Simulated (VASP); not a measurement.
Set up this calculation in VASP 6.6.1, as the native input.

| Item | Value |
| --- | --- |
| Task | single point |
| Functional | r2SCAN |
| Potentials or basis | VASP PAW PBE potentials, release 64 (Ti_sv) |
| Cutoff | 520 eV |
| k mesh | 14 × 14 × 14 |
| Occupations | fermi-dirac, width 0.1 eV |
| Spin | no spin polarisation |
| Dipole correction | no |
| Further INCAR settings | ALGO = Normal; EDIFF = 1e-07; NBANDS = 12 |

Ti:

```
Ti
1.0
     0.00000    2.00019    2.00019
     2.00019    0.00000    2.00019
     2.00019    2.00019    0.00000
Ti
1
Cartesian
  0.0000 0.0000 0.0000
```

This isn't the form of Ti at room conditions, which is hcp.

These files were run (other wordings do the same):

POSCAR

```
Ti
1.0
    0.0000000000      2.0001926808      2.0001926808
    2.0001926808      0.0000000000      2.0001926808
    2.0001926808      2.0001926808      0.0000000000
Ti
1
Direct
    0.0000000000      0.0000000000      0.0000000000
```

INCAR.step1

```
PREC     = Accurate       # precision mode
ENCUT    = 520            # plane-wave cutoff, eV
ISMEAR   = -1             # smearing method
SIGMA    = 0.1            # smearing width, eV
LREAL    = False          # projectors in reciprocal space
LASPH    = True           # aspherical terms in the spheres
NELM     = 100            # most SCF steps
NBANDS   = 12             # bands
GGA      = PE             # functional
ALGO     = Normal         # electronic algorithm
EDIFF    = 1E-4           # SCF threshold, eV
LWAVE    = True           # write WAVECAR
LCHARG   = False          # write CHGCAR
```

INCAR.step2

```
PREC     = Accurate       # precision mode
ENCUT    = 520            # plane-wave cutoff, eV
EDIFF    = 1E-7           # SCF threshold, eV
ISMEAR   = -1             # smearing method
SIGMA    = 0.1            # smearing width, eV
LREAL    = False          # projectors in reciprocal space
LASPH    = True           # aspherical terms in the spheres
NELM     = 100            # most SCF steps
ALGO     = Normal         # electronic algorithm
ISIF     = 2              # what is computed and relaxed
LWAVE    = False          # write WAVECAR
LCHARG   = True           # write CHGCAR
METAGGA  = R2SCAN         # meta-GGA
LMIXTAU  = True         
LELF     = True           # ELF
LVHAR    = True         
NBANDS   = 12             # bands
ISTART   = 1
```

KPOINTS

```
regular mesh
0
Gamma
  14 14 14
```

Potentials or basis: VASP PAW PBE potentials, release 64 (Ti_sv).

The run is started by

```console
$ cat potpaw_PBE.64/Ti_sv/POTCAR > POTCAR
$ cp INCAR.step1 INCAR
$ mpirun -np 1 vasp_std > vasp.out
$ cp INCAR.step2 INCAR
$ mpirun -np 1 vasp_std > vasp.out
```

It gave:

```yaml
Pressure: 11.1 GPa
Band_gap_on_the_k_mesh: zero (bands 6 and 7 overlap by 1.49 eV)
```

Caveat: the cell stands under pressure; the PAW data sets were made with another functional, which shifts forces and pressure a little.

Run time: 62 s on 1 thread of Intel(R) Xeon(R) Platinum 8488C (Sapphire Rapids), with other jobs on the host, peak memory 0.15 GiB.
